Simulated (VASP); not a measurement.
# Ba (Pm-3m) in VASP: a series of runs, part 2 of 2

VASP 6.6.1.

### 3 Relaxation of cell and atoms, LDA, target pressure -0.15 GPa, at which the enthalpy is minimised

INCAR reads:

```
ALGO = Normal
EDIFF = 1E-6
EDIFFG = -0.005
ENCUT = 600
GGA = CA
IBRION = 2
ISIF = 3
ISMEAR = -1
LASPH = True
LCHARG = False
LREAL = False
LWAVE = False
NELM = 100
NSW = 32
PREC = Accurate
PSTRESS = -1.5
SIGMA = 0.1
```

KPOINTS reads:

```
k-points
0
Gamma
  10 10 10
```

POSCAR reads:

```
Ba
1.0
    3.7323581853      0.0000000000      0.0000000000
    0.0000000000      3.7323581853      0.0000000000
    0.0000000000      0.0000000000      3.7323581853
Ba
1
Direct
    0.0000000000      0.0000000000      0.0000000000
```

Potentials or basis: VASP PAW LDA potentials, release 64 (Ba_sv).

Command:

```
$ cat potpaw_LDA.64/Ba_sv/POTCAR > POTCAR
$ mpirun -np 1 vasp_std > vasp.out
```

OUTCAR:

```text
EDIFF = 1E-6
   EDIFFG = -0.005
   ENCUT = 600
   GGA = CA
   IBRION = 2
   ISIF = 3
   ISMEAR = -1
   LASPH = True
   LREAL = False
   NELM = 100
   NSW = 32
   PREC = Accurate
   PSTRESS = -1.5

 ion  position               nearest neighbor table
   1  0.000  0.000  0.000-

  LATTYP: Found a simple cubic cell.
 ALAT       =     3.7323581853

  Lattice vectors:

 A1 = (   3.7323581853,   0.0000000000,   0.0000000000)
 A2 = (   0.0000000000,   3.7323581853,   0.0000000000)
 A3 = (   0.0000000000,   0.0000000000,   3.7323581853)

Analysis of symmetry for initial positions (statically):
=====================================================================
 Subroutine PRICEL returns:
 Original cell was already a primitive cell.

 Routine SETGRP: Setting up the symmetry group for a
 simple cubic supercell.

 Subroutine GETGRP returns: Found 48 space group operations
 (whereof 48 operations were pure point group operations)
 out of a pool of 48 trial point group operations.

The static configuration has the point symmetry O_h .

Analysis of symmetry for dynamics (positions and initial velocities):
=====================================================================
 Subroutine PRICEL returns:
 Original cell was already a primitive cell.

 Routine SETGRP: Setting up the symmetry group for a
 simple cubic supercell.

 Subroutine GETGRP returns: Found 48 space group operations
 (whereof 48 operations were pure point group operations)
 out of a pool of 48 trial point group operations.

The dynamic configuration has the point symmetry O_h .

 Subroutine INISYM returns: Found 48 space group operations
 (whereof 48 operations are pure point group operations),
 and found     1 'primitive' translations

----------------------------------------------------------------------------------------

                                     Primitive cell
[... 115 lines left out ...]
   LHFCALC =     F    Hartree Fock is set to
   AEXX    =    0.0000 exact exchange contribution
   IVDW    =     0    specifies the selected vdW correction
   LEPSILON=     F    determine dielectric tensor
   LRPA    =     F    only Hartree local field effects (RPA)
 conjugate gradient relaxation of ions
 non-spin polarized calculation
  energy-cutoff  :      600.00
  volume of cell :       51.99
 maximum number of plane-waves:      1763
 NGX is ok and might be reduce to    30
   NGX = 15   NGY = 15   NGZ = 15

--------------------------------------- Ionic step        1  -------------------------------------------

 number of electron      10.0000001 magnetization

 Free energy of the ion-electron system (eV)
  ---------------------------------------------------
  ext. energy  EPLUGINS =         0.00000000
  ---------------------------------------------------
  free energy    TOTEN  =        -1.97764784 eV

  energy without entropy =       -1.93711686  energy(sigma->0) =       -1.95738235

------------------------ aborting loop because EDIFF is reached ----------------------------------------

  FORCE on cell =-STRESS in cart. coord.  units (eV):
  Direction    XX          YY          ZZ          XY          YZ          ZX
  --------------------------------------------------------------------------------------
  -------------------------------------------------------------------------------------
  Total        0.0196933      0.0196933      0.0196933      0.0000000      0.0000000     -0.0000000
  in kB        0.6068477      0.6068477      0.6068477      0.0000000      0.0000000     -0.0000000
  external PRESSURE =       2.1068477 kB  Pullay stress =      -1.5000000 kB
[... 172 lines left out ...]
--------------------------------------- Ionic step        6  -------------------------------------------

 number of electron      10.0000000 magnetization

 Free energy of the ion-electron system (eV)
  ---------------------------------------------------
  ext. energy  EPLUGINS =         0.00000000
  ---------------------------------------------------
  free energy    TOTEN  =        -1.97723738 eV

  energy without entropy =       -1.93685049  energy(sigma->0) =       -1.95704394

 E-fermi :   1.9373     XC(G=0):  -8.1628

 val. band max:        1.9308592535   @ k =   0.5000   0.4000   0.4000
 cond. band min:       1.9393085357   @ k =   0.5000   0.2000   0.0000
 fundamental gap:      0.0084492822
 Fermi energy:         1.9372522524

 k-point     1 :       0.0000    0.0000    0.0000
  band No.  band energies     occupation
      1     -26.9685      2.00000
      2     -11.6458      2.00000
      3     -11.6458      2.00000
      4     -11.6458      2.00000
      5      -0.6594      2.00000
      6       1.7979      1.60237
      7       1.7979      1.60237
      8       7.5678      0.00000
      9       7.5678      0.00000
[... 265 lines left out ...]
 k-point    24 :       0.3000    0.1000    0.1000
  band No.  band energies     occupation
      1     -26.8810      2.00000
      2     -12.3608      2.00000
      3     -11.6855      2.00000
      4     -11.6729      2.00000
      5       0.8563      1.99996
      6       2.5329      0.00517
      7       3.1644      0.00001
      8       5.0291      0.00000
      9       5.3579      0.00000

 [... further k-points ...]
[... 5 lines left out ...]
  --------------------------------------------------------------------------------------
  -------------------------------------------------------------------------------------
  Total       -0.0547474     -0.0547474     -0.0547474     -0.0000000     -0.0000000      0.0000000
  in kB       -1.6472479     -1.6472479     -1.6472479     -0.0000000     -0.0000000      0.0000000
  external PRESSURE =      -0.1472479 kB  Pullay stress =      -1.5000000 kB
[... 20 lines left out ...]
  energy  without entropy=       -1.9368504915  energy(sigma->0) =       -1.95704394

  enthalpy is  TOTEN    =        -2.0270909358 eV   P V=       -0.0498535545

 reached required accuracy - stopping structural energy minimisation
```

OSZICAR:

```text
N       E                     dE             d eps       ncg     rms          rms(c)
DAV:   1     0.563115745127E+02    0.56312E+02   -0.49178E+03  1008   0.106E+03
[... 43 lines left out ...]
       N       E                     dE             d eps       ncg     rms          rms(c)
DAV:   1    -0.197755768631E+01   -0.20589E-03   -0.88085E-03  1010   0.768E-01    0.786E-02
DAV:   2    -0.197730444895E+01    0.25324E-03   -0.54121E-04  1026   0.216E-01    0.360E-02
DAV:   3    -0.197723362876E+01    0.70820E-04   -0.39707E-04  1474   0.137E-01    0.115E-02
DAV:   4    -0.197723471630E+01   -0.10875E-05   -0.30003E-06   975   0.168E-02    0.780E-03
DAV:   5    -0.197723738284E+01   -0.26665E-05   -0.17415E-06  1207   0.789E-03    0.920E-04
DAV:   6    -0.197723738130E+01    0.15441E-08   -0.46704E-08   522   0.159E-03
   6 F= -.20270909E+01 E0= -.20068975E+01  d E =-.765334E-03
```

CONTCAR:

```text
Ba
   1.00000000000000
     3.7621705887886798   -0.0000000000000000   -0.0000000000000000
     0.0000000000000000    3.7621705887886798   -0.0000000000000000
     0.0000000000000000    0.0000000000000000    3.7621705887886798
  Ba
     1
Direct
     0.0000000000000000    0.0000000000000000    0.0000000000000000

  0.00000000E+00  0.00000000E+00  0.00000000E+00
```

It took 62 s on 1 thread of Intel Xeon Platinum 8488C (Sapphire Rapids), shared host; peak memory 0.17 GiB.

What came out:

| Property | Result |
| --- | --- |
| Free energy | -1.9772 eV |
| Relaxed volume | 53.25 Å³/atom |
| Relaxed cell | a = 3.762 Å, b = 3.762 Å, c = 3.762 Å, α = 90.00°, β = 90.00°, γ = 90.00° |
| Space group after relaxing (to 0.05 Å) | Pm-3m (No. 221) |
| Energy change on relaxing (the enthalpy is what falls) | +0.4 meV/atom |
| Ionic steps | 6 |
| Pressure after relaxing | -0.2 GPa |
| Band gap on the k mesh | zero (band 5 reaches 2.03 eV, above the bottom of band 6 at 1.75 eV) |

Step by step:
```csv
step,energy change (eV),largest force (eV/Å),pressure (GPa),volume (Å³)
1,0.0000,0.0000,0.06,51.99
2,0.0000,0.0000,-0.04,52.51
3,0.0001,0.0000,-0.11,52.89
4,0.0009,0.0000,-0.24,53.64
5,0.0003,0.0000,-0.13,53.13
6,0.0004,0.0000,-0.16,53.25
```

Final structure:
```
Ba
1.0
     3.76217    0.00000    0.00000
     0.00000    3.76217    0.00000
     0.00000    0.00000    3.76217
Ba
1
Cartesian
  0.0000 0.0000 0.0000
```

Caveat: the cell is relaxed towards a set pressure, so the enthalpy falls and the energy may rise; spin-orbit coupling is left out, which moves the levels of the heavy elements.
